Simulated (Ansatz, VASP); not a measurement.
Te2Mo: VASP beside Ansatz

```
CELL_PARAMETERS angstrom
3.55499 0.00000 0.00000
-1.77750 3.07871 0.00000
0.00000 0.00000 35.03654
ATOMIC_POSITIONS crystal
Te 0.33333 0.66667 0.45074
Te 0.33333 0.66667 0.94840
Te 0.33333 0.66667 0.05160
Te 0.33333 0.66667 0.54926
Mo 0.00000 0.00000 0.00000
Mo 0.00000 0.00000 0.50000
```

Change from the starting cell: mode 7 frozen in at +0.000 Å and mode 12 at +0.082 Å (largest displacements).

Alike in both runs: task single point; functional PBE; k mesh 9 × 9 × 1; occupations gaussian, width 0.05 eV; no spin polarisation.

|  | VASP | Ansatz |
| --- | --- | --- |
| version | VASP 6.6.1 | Ansatz 0.2.0 |
| potentials or method | VASP PAW PBE potentials, release 64 (Te, Mo_sv), cutoff 520 eV | scalar-relativistic, plane waves, PAW |
| valence electrons in the cell | 52 | 92 |

```csv
,VASP,Ansatz,Ansatz less VASP
gap on the k mesh at the Fermi level (eV),0.79,0.80,+0.008
least direct gap on the mesh (eV),0.79,0.80,+0.008
rms of the force components (eV/Å),0.412,0.406,-0.0067
```

Atom by atom the forces differ by 0.008 eV/Å (rms over components). VASP's potentials hold 52 valence electrons a cell and Ansatz's 92, so a difference there can come from the potentials and not from the codes.

Neither program's run includes spin-orbit coupling.
